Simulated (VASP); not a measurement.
# Si16O (a cell with a defect) in VASP: notebook, part 2 of 2

VASP 6.6.1.

## 3. Single point, r2SCAN+D3(BJ), collinear spin, zero start

POSCAR

```
Si16O
1.0
    0.0000000000      5.4300000000      5.4300000000
    5.4300000000      0.0000000000      5.4300000000
    5.4300000000      5.4300000000      0.0000000000
Si O
16 1
Direct
   -0.0040709024      0.0077694291     -0.0034160221
    0.1118530387      0.1403016575      0.1175808471
    0.0613962247     -0.0273754144      0.4825131676
    0.1275035912      0.1285765193      0.6263995396
    0.0046282689      0.5036999079      0.0087323204
    0.1324487109      0.6325052486      0.1259905157
   -0.0034530387      0.4959786372      0.4997104972
    0.1020935543      0.6017254144      0.6510092081
    0.4892696133     -0.0111959484      0.0252931860
    0.6225212707      0.1222599448      0.1301733886
    0.5070143646      0.0067320442      0.5058430939
    0.6262942910      0.1251464088      0.6401473297
    0.5076832413      0.4956790055     -0.0032524862
    0.6411470534      0.6111761510      0.1173520258
    0.4732732044      0.5613453959      0.4822400552
    0.6290773481      0.6272272560      0.6265268877
    0.3321271639      0.8328802026      0.3885557090
```

INCAR.step1

```
PREC = Accurate
ENCUT = 520
ISMEAR = 0
SIGMA = 0.05
LREAL = Auto
LASPH = True
NELM = 150
ISPIN = 2
MAGMOM = 0 0 0 0 0 0 0 0 0 0 0 0 0 0 0 0 0
NBANDS = 53
GGA = PE
ALGO = Normal
EDIFF = 1E-4
LWAVE = True
LCHARG = False
```

INCAR.step2

```
PREC = Accurate
ENCUT = 520
EDIFF = 1E-6
ISMEAR = 0
SIGMA = 0.05
LREAL = Auto
LASPH = True
NELM = 150
ALGO = Normal
ISIF = 2
LWAVE = False
LCHARG = False
ISPIN = 2
MAGMOM = 0 0 0 0 0 0 0 0 0 0 0 0 0 0 0 0 0
LORBIT = 11
METAGGA = R2SCAN
LMIXTAU = True
IVDW = 12
VDW_S6 = 1.0
VDW_S8 = 0.78981345
VDW_A1 = 0.49484001
VDW_A2 = 5.73083694
NBANDS = 53
ISTART = 1
```

KPOINTS

```
regular mesh
0
Gamma
  2 2 2
```

Potentials or basis: VASP PAW PBE potentials, release 64 (Si, O).

Run with:

```console
cat potpaw_PBE.64/Si/POTCAR potpaw_PBE.64/O/POTCAR > POTCAR
cp INCAR.step1 INCAR
mpirun -np 1 vasp_std > vasp.out
cp INCAR.step2 INCAR
mpirun -np 1 vasp_std > vasp.out
```

OUTCAR:

```text
PREC = Accurate
   ENCUT = 520
   EDIFF = 1E-6
   ISMEAR = 0
   LREAL = Auto
   LASPH = True
   NELM = 150
   ISIF = 2
   ISPIN = 2
   LORBIT = 11
   METAGGA = R2SCAN
   IVDW = 12
   ISTART = 1
 IVDW          = 12

 ion  position               nearest neighbor table
   1  0.996  0.008  0.997-   2 2.32   4 2.32  10 2.34   6 2.36
   2  0.112  0.140  0.118-   5 2.29   1 2.32   3 2.34   9 2.38
   3  0.061  0.973  0.483-  17 1.74   4 2.32   2 2.34   8 2.39  12 2.73
   4  0.128  0.129  0.626-   7 2.31   1 2.32   3 2.32  11 2.38
   5  0.005  0.504  0.009-   8 2.26   2 2.29  14 2.29   6 2.34
   6  0.132  0.633  0.126-   5 2.34   7 2.35  13 2.36   1 2.36
   7  0.997  0.496  0.500-   8 2.28   4 2.31  16 2.31   6 2.35
   8  0.102  0.602  0.651-   5 2.26   7 2.28   3 2.39  15 2.39  17 2.52
   9  0.489  0.989  0.025-  17 2.33  10 2.33   2 2.38  14 2.38  12 2.42
  10  0.623  0.122  0.130-   9 2.33   1 2.34  13 2.34  11 2.36
  11  0.507  0.007  0.506-  12 2.33  10 2.36  16 2.38   4 2.38
  12  0.626  0.125  0.640-  11 2.33   9 2.42   3 2.73  15 2.74
  13  0.508  0.496  0.997-  14 2.32  16 2.32  10 2.34   6 2.36
  14  0.641  0.611  0.117-   5 2.29  13 2.32  15 2.34   9 2.38
  15  0.473  0.561  0.482-  17 1.75  16 2.33  14 2.34   8 2.39  12 2.74
[... 1044 lines left out ...]
 -----------------------------------------------------------------------------
  energy-cutoff  :      520.00
  volume of cell :      320.21
      direct lattice vectors                 reciprocal lattice vectors
     0.000000000  5.430000000  5.430000000    -0.092081031  0.092081031  0.092081031
     5.430000000  0.000000000  5.430000000     0.092081031 -0.092081031  0.092081031
     5.430000000  5.430000000  0.000000000     0.092081031  0.092081031 -0.092081031

 POSITION                                       TOTAL-FORCE (eV/Angst)
 -----------------------------------------------------------------------------------
      5.45364     10.81935      5.45008         0.085984      0.045217     -0.079792
      1.40030      1.24583      1.36920         0.029145      0.068668      0.055675
      7.90140      2.95343      5.61473         0.184511     -0.122204     -0.187406
      4.09952      4.09369      1.39052        -0.085477      0.096060     -0.064022
      2.78251      0.07255      2.76022         0.013331      0.000245     -0.293812
      4.11863      1.40333      4.15370        -0.065222     -0.059343      0.057123
[... 9 lines left out ...]
      6.80789      6.81793      6.82173         0.091812     -0.100445     -0.066286
      6.63240      3.91331      6.32599        -0.416316     -0.270390      0.424212
 -----------------------------------------------------------------------------------
    total drift:                               -0.002576     -0.004836      0.005432

  FREE ENERGIE OF THE ION-ELECTRON SYSTEM (eV)
  ---------------------------------------------------
  free  energy   TOTEN  =      -147.3098708741 eV

  energy  without entropy=     -147.3016805354  energy(sigma->0) =     -147.30577570

 total charge

# of ion       s       p       d       tot
------------------------------------------
    1        0.735   0.991   0.000   1.727
    2        0.756   0.982   0.000   1.738
    3        0.721   0.929   0.000   1.649
    4        0.748   0.988   0.000   1.736
    5        0.739   1.028   0.000   1.767
    6        0.736   0.976   0.000   1.712
[... 9 lines left out ...]
   16        0.748   0.988   0.000   1.735
   17        1.593   3.557   0.000   5.151
--------------------------------------------------
tot         13.538  18.981   0.000  32.519

 magnetization (x)

# of ion       s       p       d       tot
------------------------------------------
    1        0.000   0.000   0.000   0.000
    2        0.000   0.000   0.000   0.000
    3       -0.000  -0.000   0.000  -0.000
    4        0.000   0.000   0.000   0.000
    5        0.000   0.000   0.000   0.000
    6        0.000   0.000   0.000   0.000
[... 9 lines left out ...]
   16        0.000   0.000   0.000   0.000
   17        0.000   0.000   0.000   0.000
--------------------------------------------------
tot          0.000   0.000   0.000   0.000
```

OSZICAR.step1:

```text
N       E                     dE             d eps       ncg     rms          rms(c)
DAV:   1     0.194845168089E+03    0.19485E+03   -0.27319E+04  1696   0.110E+03
DAV:   2    -0.721016955697E+02   -0.26695E+03   -0.24987E+03  2047   0.175E+02
DAV:   3    -0.929566853170E+02   -0.20855E+02   -0.20504E+02  2123   0.457E+01
DAV:   4    -0.934017065980E+02   -0.44502E+00   -0.44375E+00  2168   0.784E+00
DAV:   5    -0.934102634442E+02   -0.85568E-02   -0.85477E-02  2150   0.107E+00    0.164E+01
DAV:   6    -0.904435345706E+02    0.29667E+01   -0.88530E+00  2571   0.168E+01    0.989E+00
DAV:   7    -0.903457976655E+02    0.97737E-01   -0.35494E+00  1936   0.623E+00    0.506E+00
DAV:   8    -0.902827218171E+02    0.63076E-01   -0.11949E+00  2137   0.446E+00    0.180E+00
DAV:   9    -0.902306826886E+02    0.52039E-01   -0.20774E-01  2752   0.254E+00    0.568E-01
DAV:  10    -0.902452446790E+02   -0.14562E-01   -0.16333E-01  1921   0.144E+00    0.524E-01
DAV:  11    -0.902421481296E+02    0.30965E-02   -0.12072E-02  2536   0.602E-01    0.233E-01
DAV:  12    -0.902427914926E+02   -0.64336E-03   -0.62196E-03  1899   0.271E-01    0.719E-02
DAV:  13    -0.902429329722E+02   -0.14148E-03   -0.23899E-04  1760   0.591E-02    0.290E-02
DAV:  14    -0.902429499129E+02   -0.16941E-04   -0.29851E-05  1091   0.253E-02
   1 F= -.90242950E+02 E0= -.90238970E+02  d E =-.795958E-02  mag=    -0.0004
```

It took 21 min on 1 thread of Intel Xeon 8259CL, shared host; peak memory 0.86 GiB.

Results:

| Item | Value |
| --- | --- |
| Free energy | -147.3099 eV |
| Pressure | 2.7 GPa |
| Largest force | 0.653 eV/Å |
| Band gap on the k mesh | zero (filled and empty bands overlap) |
| Net moment | 0.00 μB per cell |
| Valence electrons inside the program's atomic spheres | Si 1.73, 1.74, 1.65, 1.77, 1.71, 1.75, 1.66, 1.72, 1.63 (each value once); O 5.15 |
| Dispersion energy per atom | -0.147 eV |

Forces on the atoms (eV/Å):
```
Si   0.086  0.045 -0.080
Si   0.029  0.069  0.056
Si   0.185 -0.122 -0.187
Si  -0.085  0.096 -0.064
Si   0.013  0.000 -0.294
Si  -0.065 -0.059  0.057
Si  -0.017 -0.025  0.019
Si   0.150  0.171 -0.035
Si  -0.116 -0.115  0.217
Si   0.063  0.063 -0.015
Si   0.041  0.045 -0.014
Si  -0.028 -0.031  0.177
Si   0.045  0.092 -0.070
Si   0.087  0.024  0.051
Si  -0.063  0.117 -0.176
Si   0.092 -0.100 -0.066
O   -0.416 -0.270  0.424
```

Caveat: the k points lie up to 0.50 Å⁻¹ apart; the PAW data sets were made with another functional, which shifts forces and pressure a little.
